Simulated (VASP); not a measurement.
# CsPbBr3 (Pm-3m) in VASP: further runs

Runs on CsPbBr3. Level: PBEsol. Tasks: single point.

Program: VASP 6.6.1. These are calculated values, not measurements. Logs are shortened: lines on timing, memory, paths and dates and some standing lists are left out, and cuts for length are marked.

## Step 1: The cell of the first run

The structure is cubic, space group Pm-3m (No. 221). Conventional cell: a = 5.734 Å, b = 5.734 Å, c = 5.734 Å, α = 90.00°, β = 90.00°, γ = 90.00°. Cs (site symmetry m-3m) has 12 Br at 4.05 Å and 8 Pb at 4.97 Å within 5.3 Å. Pb (site symmetry m-3m) has 6 Br at 2.87 Å within 3.8 Å. Br (site symmetry 4/mmm) has 2 Pb at 2.87 Å within 3.8 Å.

## Step 2: Single point, PBEsol

Input file INCAR:

```
ALGO = Normal
EDIFF = 1E-6
ENCUT = 520
GGA = PS
ISIF = 2
ISMEAR = 0
LASPH = True
LCHARG = False
LREAL = False
LWAVE = False
NBANDS = 30
NELM = 100
PREC = Accurate
SIGMA = 0.1
```

Input file KPOINTS:

```
k-points
0
Gamma
  4 4 4
```

Input file POSCAR:

```
CsPbBr3
1.0
    5.7339395152      0.0000000000      0.0000000000
    0.0000000000      5.7339395152      0.0000000000
    0.0000000000      0.0000000000      5.7339395152
Cs Pb Br
1 1 3
Direct
    0.0000000000      0.0000000000      0.0000000000
    0.5000000000      0.5000000000      0.5000000000
    0.0000000000      0.5000000000      0.5000000000
    0.5000000000      0.0000000000      0.5000000000
    0.5000000000      0.5000000000      0.0000000000
```

Potentials or basis: VASP PAW PBE potentials, release 64 (Cs_sv, Pb_d, Br).

On the command line:

```console
cat potpaw_PBE.64/Cs_sv/POTCAR potpaw_PBE.64/Pb_d/POTCAR potpaw_PBE.64/Br/POTCAR > POTCAR
mpirun -np 1 vasp_std > vasp.out
```

OUTCAR:

```text
EDIFF = 1E-6
   ENCUT = 520
   GGA = PS
   ISIF = 2
   ISMEAR = 0
   LASPH = True
   LREAL = False
   NELM = 100
   PREC = Accurate

 ion  position               nearest neighbor table
   1  0.000  0.000  0.000-
   2  0.500  0.500  0.500-   3 2.87   4 2.87   5 2.87   5 2.87   4 2.87   3 2.87
   3  0.000  0.500  0.500-   2 2.87   2 2.87
   4  0.500  0.000  0.500-   2 2.87   2 2.87
   5  0.500  0.500  0.000-   2 2.87   2 2.87

  LATTYP: Found a simple cubic cell.
 ALAT       =     5.7339395152

  Lattice vectors:

 A1 = (   5.7339395152,   0.0000000000,   0.0000000000)
 A2 = (   0.0000000000,   5.7339395152,   0.0000000000)
 A3 = (   0.0000000000,   0.0000000000,   5.7339395152)

Analysis of symmetry for initial positions (statically):
=====================================================================
 Subroutine PRICEL returns:
 Original cell was already a primitive cell.

 Routine SETGRP: Setting up the symmetry group for a
 simple cubic supercell.

 Subroutine GETGRP returns: Found 48 space group operations
 (whereof 48 operations were pure point group operations)
 out of a pool of 48 trial point group operations.

The static configuration has the point symmetry O_h .

Analysis of symmetry for dynamics (positions and initial velocities):
=====================================================================
 Subroutine PRICEL returns:
 Original cell was already a primitive cell.

 Routine SETGRP: Setting up the symmetry group for a
 simple cubic supercell.

 Subroutine GETGRP returns: Found 48 space group operations
 (whereof 48 operations were pure point group operations)
 out of a pool of 48 trial point group operations.

The dynamic configuration has the point symmetry O_h .

 Subroutine INISYM returns: Found 48 space group operations
 (whereof 48 operations are pure point group operations),
 and found     1 'primitive' translations

----------------------------------------------------------------------------------------

                                     Primitive cell

  volume of cell :     188.5208

  direct lattice vectors                    reciprocal lattice vectors
     5.733939515  0.000000000  0.000000000     0.174400165  0.000000000  0.000000000
     0.000000000  5.733939515  0.000000000     0.000000000  0.174400165  0.000000000
     0.000000000  0.000000000  5.733939515     0.000000000  0.000000000  0.174400165

  length of vectors
     5.733939515  5.733939515  5.733939515     0.174400165  0.174400165  0.174400165

  position of ions in fractional coordinates (direct lattice)
     0.000000000  0.000000000  0.000000000
     0.500000000  0.500000000  0.500000000
     0.000000000  0.500000000  0.500000000
     0.500000000  0.000000000  0.500000000
     0.500000000  0.500000000  0.000000000

  ion indices of the primitive-cell ions
   primitive index   ion index
                 1           1
                 2           2
                 3           3
                 4           4
                 5           5

----------------------------------------------------------------------------------------

 KPOINTS: k-points

Automatic generation of k-mesh.
 Grid dimensions read from file:
 generate k-points for:    4    4    4

 Generating k-lattice:

  Cartesian coordinates                     Fractional coordinates (reciprocal lattice)
     0.043600041  0.000000000  0.000000000     0.250000000  0.000000000  0.000000000
     0.000000000  0.043600041  0.000000000     0.000000000  0.250000000  0.000000000
     0.000000000  0.000000000  0.043600041     0.000000000  0.000000000  0.250000000

  Length of vectors
     0.043600041  0.043600041  0.043600041

  Shift w.r.t. Gamma in fractional coordinates (k-lattice)
     0.000000000  0.000000000  0.000000000

 Subroutine IBZKPT returns following result:
 ===========================================

 Found     10 irreducible k-points:

 Following reciprocal coordinates:
            Coordinates               Weight
  0.000000  0.000000  0.000000      1.000000
  0.250000  0.000000  0.000000      6.000000
  0.500000  0.000000  0.000000      3.000000
  0.250000  0.250000  0.000000     12.000000
  0.500000  0.250000  0.000000     12.000000
  0.500000  0.500000  0.000000      3.000000
  0.250000  0.250000  0.250000      8.000000
  0.500000  0.250000  0.250000     12.000000
  0.500000  0.500000  0.250000      6.000000
  0.500000  0.500000  0.500000      1.000000
   k-points           NKPTS =     10   k-points in BZ     NKDIM =     10   number of bands    NBANDS=     30
   number of dos      NEDOS =    301   number of ions     NIONS =      5
   total plane-waves  NPLWV = 110592
   dimension x,y,z NGX =    48 NGY =   48 NGZ =   48
   dimension x,y,z NGXF=    96 NGYF=   96 NGZF=   96
   ions per type =               1   1   3
   NGX,Y,Z   is equivalent  to a cutoff of  13.92, 13.92, 13.92 a.u.
   NGXF,Y,Z  is equivalent  to a cutoff of  27.83, 27.83, 27.83 a.u.
 SYSTEM =  unknown system
   PREC   = accura    normal or accurate (medium, high low for compatibility)
   ISTART =      0    job   : 0-new  1-cont  2-samecut
   ICHARG =      2    charge: 1-file 2-atom 10-const
   ISPIN  =      1    spin polarized calculation?
   LNONCOLLINEAR =      F non collinear calculations
   LSORBIT =      F    spin-orbit coupling
   LASPH  =      T    aspherical Exc in radial PAW
   ENCUT  =  520.0 eV  38.22 Ry    6.18 a.u.  10.66 10.66 10.66*2*pi/ulx,y,z
   NELM   =    100;   NELMIN=  2; NELMDL= -5     # of ELM steps
   EDIFF  = 0.1E-05   stopping-criterion for ELM
   LREAL  =      F    real-space projection
   EDIFFG = 0.1E-04   stopping-criterion for IOM
   NSW    =      0    number of steps for IOM
   IBRION =     -1    ionic relax: 0-MD 1-quasi-New 2-CG
   NFREE  =      0    steps in history (QN), initial steepest desc. (CG)
   ISIF   =      2    stress and relaxation
   ISYM   =      2    0-nonsym 1-usesym 2-fastsym
   POTIM  = 0.5000    time-step for ionic-motion
   TEBEG  =    0.0;   TEEND  =   0.0 temperature during run
   PSTRESS=    0.0 pullay stress
   NELECT =      44.0000    total number of electrons
   NUPDOWN=      -1.0000    fix difference up-down
   EMIN   =  10.00;   EMAX   =-10.00  energy-range for DOS
   EFERMI =   0.00;   METHOD = LEGACY
   ISMEAR =     0;   SIGMA  =   0.10  broadening in eV -4-tet -1-fermi 0-gaus
   EFERMI_NEDOS =   21; number of points for ismear=-14 and -15
   IALGO  =     38    algorithm
   IMIX   =      4    mixing-type and parameters
     AMIX     =   0.40;   BMIX     =  1.00
     AMIX_MAG =   1.60;   BMIX_MAG =  1.00
  volume/ion in A,a.u.               =      37.70       254.44
  Fermi-wavevector in a.u.,A,eV,Ry     =   1.007951  1.904751 13.823037  1.015965
  Thomas-Fermi vector in A             =   2.140787
   LORBIT       =      0    0 simple, 1 ext, 2 COOP (PROOUT), +10 PAW based schemes
   GGA     = PS    functional components
   LHFCALC =     F    Hartree Fock is set to
   AEXX    =    0.0000 exact exchange contribution
   IVDW    =     0    specifies the selected vdW correction
   LEPSILON=     F    determine dielectric tensor
   LRPA    =     F    only Hartree local field effects (RPA)
 non-spin polarized calculation
 Gauss-broadening in eV      SIGMA  =   0.10
  energy-cutoff  :      520.00
  volume of cell :      188.52
 maximum number of plane-waves:      5112
 NGX is ok and might be reduce to    48
   NGX = 21   NGY = 21   NGZ = 21

 number of electron      44.0000005 magnetization

 Free energy of the ion-electron system (eV)
  ---------------------------------------------------
  ext. energy  EPLUGINS =         0.00000000
  ---------------------------------------------------
  free energy    TOTEN  =       -16.68666473 eV

  energy without entropy =      -16.68666473  energy(sigma->0) =      -16.68666473

 E-fermi :   2.5124     XC(G=0):  -8.1282

 val. band max:        2.0822517856   @ k =   0.5000   0.5000   0.5000
 cond. band min:       3.1792390441   @ k =   0.5000   0.5000   0.5000
 fundamental gap:      1.0969872585
 Fermi energy:         2.5123616914

 k-point     1 :       0.0000    0.0000    0.0000
  band No.  band energies     occupation
      1     -19.7316      2.00000
      2     -15.1247      2.00000
      3     -15.1247      2.00000
      4     -14.8701      2.00000
      5     -14.8701      2.00000
      6     -14.8701      2.00000
[... 22 lines left out ...]
     29       8.1740      0.00000
     30       8.1740      0.00000

 k-point     2 :       0.2500    0.0000    0.0000
  band No.  band energies     occupation
      1     -19.7307      2.00000
      2     -15.1246      2.00000
      3     -15.0766      2.00000
      4     -14.8710      2.00000
      5     -14.8710      2.00000
      6     -14.8701      2.00000
[... 22 lines left out ...]
     29       6.7890      0.00000
     30       7.9835      0.00000

 k-point     3 :       0.5000    0.0000    0.0000
  band No.  band energies     occupation
      1     -19.7298      2.00000
      2     -15.1244      2.00000
      3     -15.0269      2.00000
      4     -14.8718      2.00000
      5     -14.8718      2.00000
      6     -14.8701      2.00000
[... 22 lines left out ...]
     29       7.2379      0.00000
     30       7.7878      0.00000

 k-point     4 :       0.2500    0.2500    0.0000
  band No.  band energies     occupation
      1     -19.7299      2.00000
      2     -15.1016      2.00000
      3     -15.0487      2.00000
      4     -14.8718      2.00000
      5     -14.8710      2.00000
      6     -14.8709      2.00000
[... 22 lines left out ...]
     29       7.0242      0.00000
     30       7.6176      0.00000

 k-point     5 :       0.5000    0.2500    0.0000
  band No.  band energies     occupation
      1     -19.7291      2.00000
      2     -15.0955      2.00000
      3     -15.0017      2.00000
      4     -14.8726      2.00000
      5     -14.8718      2.00000
      6     -14.8709      2.00000
[... 22 lines left out ...]
     29       7.3296      0.00000
     30       7.7980      0.00000

 k-point     6 :       0.5000    0.5000    0.0000
  band No.  band energies     occupation
      1     -19.7284      2.00000
      2     -15.0799      2.00000
      3     -14.9601      2.00000
      4     -14.8734      2.00000
      5     -14.8718      2.00000
      6     -14.8718      2.00000
[... 22 lines left out ...]
     29       7.8403      0.00000
     30       7.8410      0.00000

 k-point     7 :       0.2500    0.2500    0.2500
  band No.  band energies     occupation
      1     -19.7291      2.00000
      2     -15.0486      2.00000
      3     -15.0486      2.00000
      4     -14.8718      2.00000
      5     -14.8718      2.00000
      6     -14.8718      2.00000
[... 22 lines left out ...]
     29       7.6421      0.00000
     30       7.6421      0.00000

 k-point     8 :       0.5000    0.2500    0.2500
  band No.  band energies     occupation
      1     -19.7284      2.00000
      2     -15.0485      2.00000
      3     -14.9929      2.00000
      4     -14.8726      2.00000
      5     -14.8726      2.00000
      6     -14.8718      2.00000
[... 22 lines left out ...]
     29       7.4464      0.00000
     30       7.4751      0.00000

 k-point     9 :       0.5000    0.5000    0.2500
  band No.  band energies     occupation
      1     -19.7277      2.00000
      2     -15.0221      2.00000
      3     -14.9601      2.00000
      4     -14.8734      2.00000
      5     -14.8726      2.00000
      6     -14.8726      2.00000
[... 22 lines left out ...]
     29       7.1072      0.00000
     30       7.6537      0.00000

 k-point    10 :       0.5000    0.5000    0.5000
  band No.  band energies     occupation
      1     -19.7271      2.00000
      2     -14.9601      2.00000
      3     -14.9601      2.00000
      4     -14.8734      2.00000
      5     -14.8734      2.00000
      6     -14.8734      2.00000
[... 22 lines left out ...]
     29       6.8015      0.00000
     30       8.1198      0.00000

------------------------ aborting loop because EDIFF is reached ----------------------------------------

  FORCE on cell =-STRESS in cart. coord.  units (eV):
  Direction    XX          YY          ZZ          XY          YZ          ZX
  --------------------------------------------------------------------------------------
  -------------------------------------------------------------------------------------
  Total        2.3340781      2.3340781      2.3340781      0.0000000     -0.0000000     -0.0000000
  in kB       19.8365727     19.8365727     19.8365727      0.0000000     -0.0000000     -0.0000000
  external PRESSURE =      19.8365727 kB  Pullay stress =       0.0000000 kB

 VOLUME and BASIS-vectors are now :
 -----------------------------------------------------------------------------
  energy-cutoff  :      520.00
  volume of cell :      188.52
      direct lattice vectors                 reciprocal lattice vectors
     5.733939515  0.000000000  0.000000000     0.174400165  0.000000000  0.000000000
     0.000000000  5.733939515  0.000000000     0.000000000  0.174400165  0.000000000
     0.000000000  0.000000000  5.733939515     0.000000000  0.000000000  0.174400165

 POSITION                                       TOTAL-FORCE (eV/Angst)
 -----------------------------------------------------------------------------------
      0.00000      0.00000      0.00000         0.000000      0.000000      0.000000
      2.86697      2.86697      2.86697         0.000000      0.000000      0.000000
      0.00000      2.86697      2.86697         0.000000      0.000000      0.000000
      2.86697      0.00000      2.86697         0.000000      0.000000      0.000000
      2.86697      2.86697      0.00000         0.000000      0.000000      0.000000
 -----------------------------------------------------------------------------------
    total drift:                                0.000000     -0.000000     -0.000000

  FREE ENERGIE OF THE ION-ELECTRON SYSTEM (eV)
  ---------------------------------------------------
  free  energy   TOTEN  =       -16.6866647279 eV

  energy  without entropy=      -16.6866647279  energy(sigma->0) =      -16.68666473
```

It took 1.9 min on 1 thread of Oxide Virtual Turin-like, shared host; peak memory 0.31 GiB.

Results:

```yaml
Free_energy: -16.6867 eV
Pressure: 2.0 GPa
Band_gap_on_the_k_mesh: 1.10 eV
```

Caveat: the PAW data sets were made with another functional, which shifts forces and pressure a little; spin-orbit coupling is left out, which moves the levels of the heavy elements. A k mesh can miss the band edges.

(Part 1 of 2 ends here.)
